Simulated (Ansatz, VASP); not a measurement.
# One calculation of TiSe, two programs

```
Ti Se
1.0
     3.55900    0.00000    0.00000
    -1.77950    3.08218    0.00000
     0.00000    0.00000    6.22000
Ti Se
2 2
Cartesian
  0.0000 0.0000 0.0000
  0.0000 0.0000 3.1100
  0.0000 2.0548 1.5550
  1.7795 1.0274 4.6650
```

Alike in both runs: task relaxation of cell and atoms; functional LDA; k mesh 9 × 9 × 4; no spin polarisation.

```csv
,VASP,Ansatz
version,VASP 6.6.1,Ansatz 0.2.0
potentials or method,"VASP PAW LDA potentials, release 64 (Ti_sv, Se), cutoff 600 eV","plane waves, PAW"
occupations,"fermi-dirac, width 0.1 eV",fermi-dirac
valence electrons in the cell,36,56
```

```csv
,VASP,Ansatz,Ansatz less VASP
relaxed volume (Å³/atom),16.16,16.10,-0.063
relaxed cell length with the largest relative difference (Å),3.344,3.339,-0.0047
```

LDA's correlation is that of Perdew and Zunger in VASP and of Perdew and Wang (1992) in Ansatz. VASP's potentials hold 36 valence electrons a cell and Ansatz's 56, so a difference there can come from the potentials and not from the codes. Ansatz's warnings: force scf threshold loose, stress scf threshold loose.
